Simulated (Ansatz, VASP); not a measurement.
## SrTi2O4: VASP beside Ansatz

File INCAR:

```
ALGO     = Normal         # electronic algorithm
EDIFF    = 1E-6           # SCF threshold, eV
EDIFFG   = -0.08          # ionic threshold
ENCUT    = 600            # plane-wave cutoff, eV
GGA      = PE             # functional
IBRION   = 2              # ionic algorithm
ISIF     = 3              # what is computed and relaxed
ISMEAR   = 0              # smearing method
ISPIN    = 2              # spin polarisation
LASPH    = T              # aspherical terms in the spheres
LCHARG   = F              # write CHGCAR
LMAXMIX  = 4              # l up to which the mixer works
LORBIT   = 11             # projections on sites
LREAL    = F              # projectors in reciprocal space
LWAVE    = F              # write WAVECAR
MAGMOM   = 0 1 1 0 0 0 0  # initial moments
NELM     = 150            # most SCF steps
NSW      = 36             # ionic steps
PREC     = Accurate       # precision mode
SIGMA    = 0.15           # smearing width, eV
```

File KPOINTS:

```
k-points
0
Gamma
  5 5 1
```

The input POSCAR:

```
SrTi2O4
1.0
    2.9595843900      0.0000000000      0.0000000000
   -1.4797921900      2.5630752600      0.0000000000
    0.0000000000      0.0000000000     11.3579996300
Sr Ti O
1 2 4
Direct
    0.0000000000      0.0000000000      0.5000000000
    0.0000000000      0.0000000000      0.2469690000
    0.0000000000      0.0000000000      0.7530310000
    0.3333333300      0.6666666700      0.3704940100
    0.6666666700      0.3333333300      0.6295059900
    0.6666666700      0.3333333300      0.8714460100
    0.3333333300      0.6666666700      0.1285539900
```

Input for Ansatz:

```yaml
crystal:
  lattice:
    - [2.95958439, 0.0, 0.0]
    - [-1.47979219, 2.56307526, 0.0]
    - [0.0, 0.0, 11.35799963]
  atoms:
    - { symbol: Sr, position: [0.0, 0.0, 0.5] }
    - { symbol: Ti, position: [0.0, 0.0, 0.246969], spin: 1.0 }
    - { symbol: Ti, position: [0.0, 0.0, 0.753031], spin: 1.0 }
    - { symbol: O, position: [0.33333333, 0.66666667, 0.37049401] }
    - { symbol: O, position: [0.66666667, 0.33333333, 0.62950599] }
    - { symbol: O, position: [0.66666667, 0.33333333, 0.87144601] }
    - { symbol: O, position: [0.33333333, 0.66666667, 0.12855399] }
basis:
  ecutwfc: 420
kpoints:
  mp_grid: { grid: [5, 5, 1] }
hamiltonian:
  xc: pbe
scf:
  occupations: { method: gaussian, width: 0.15 }
  lower_state_search: "off"
output:
  forces: true
  stress: true
  eigenvalues: true
  populations: true
magnetization:
  spin_polarized: true
relax:
  adjacent_minimum: "off"
  f_tol: 0.08
  max_steps: 16
  cell: { stress_tol: 0.8 }
```

Change from the starting cell: species swapped into the LiTa2S4 type (P-3m1, No. 164).

Alike in both runs: task relaxation of cell and atoms; functional PBE; k mesh 5 × 5 × 1; occupations gaussian, width 0.15 eV; collinear spin.

```csv
,VASP,Ansatz
version,VASP 6.6.1,Ansatz 0.2.0
potentials or method,"VASP PAW PBE potentials, release 64 (Sr_sv, Ti_sv, O), cutoff 600 eV","scalar-relativistic, plane waves, PAW"
valence electrons in the cell,58,58
```

```csv
,VASP,Ansatz,Ansatz less VASP
"gap on the k mesh at the Fermi level, each at its own relaxed structure (eV)",none,none,-
net moment per atom (μB),0.22,0.22,+0.001
size of the moment on the site where the two differ most (μB),0.58,0.43,-0.150
relaxed volume (Å³/atom),13.25,13.04,-0.207
relaxed cell length with the largest relative difference (Å),11.908,11.715,-0.1938
```

Site moments also hang on the region over which each program counts them. A gap of «none» marks a metal or a gap that the smearing closes.

The k mesh is coarse, so the values compare programs but aren't converged.
